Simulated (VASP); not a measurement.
Write the native input for VASP 6.6.1 that does the following.

```yaml
Task: single point
Functional: PBEsol
Potentials_or_basis: VASP PAW PBE potentials, release 64 (Al, O)
Cutoff: 520 eV
k_mesh: 9 × 9 × 7
Occupations: fermi-dirac, width 0.05 eV
Spin: no spin polarisation
Dipole_correction: no
Further_INCAR_settings: ALGO = Normal; EDIFF = 1e-07; NBANDS = 24
```

The structure of AlO2 lies in POSCAR:

```
AlO2
1.0
    1.4565691367     -4.9247556033      0.0000000000
    1.4565691367      4.9247556033      0.0000000000
    0.0000000000      0.0000000000      3.5918759938
Al O
2 4
Direct
    0.6617127840      0.3382872160      0.7500000000
    0.3382872160      0.6617127840      0.2500000000
    0.0283275017      0.9716724983      0.7500000000
    0.9716724983      0.0283275017      0.2500000000
    0.2950892413      0.7049107587      0.7500000000
    0.7049107587      0.2950892413      0.2500000000
```

One way to write it, as run:

INCAR

```
PREC = Accurate
ENCUT = 520
EDIFF = 1E-7
ISMEAR = -1
SIGMA = 0.05
LREAL = F
LASPH = T
NELM = 100
ALGO = Normal
ISIF = 2
LWAVE = F
LCHARG = F
GGA = PS
NBANDS = 24
```

KPOINTS

```
Automatic mesh
0
Gamma
  9 9 7
```

Potentials or basis: VASP PAW PBE potentials, release 64 (Al, O).

Launch:

```bash
$ cat potpaw_PBE.64/Al/POTCAR potpaw_PBE.64/O/POTCAR > POTCAR
$ mpirun -np 1 vasp_std > vasp.out
```

It gave:

```yaml
Pressure: 0.1 GPa
Largest_force: 0.018 eV/Å
Band_gap_on_the_k_mesh: 0.98 eV, indirect (least direct gap 1.05 eV)
```

Caveat: the PAW data sets were made with another functional, which shifts forces and pressure a little.

It took 93 s on 1 thread of Intel(R) Xeon(R) 6975P-C (Granite Rapids), on a shared host, peak memory 0.24 GiB.
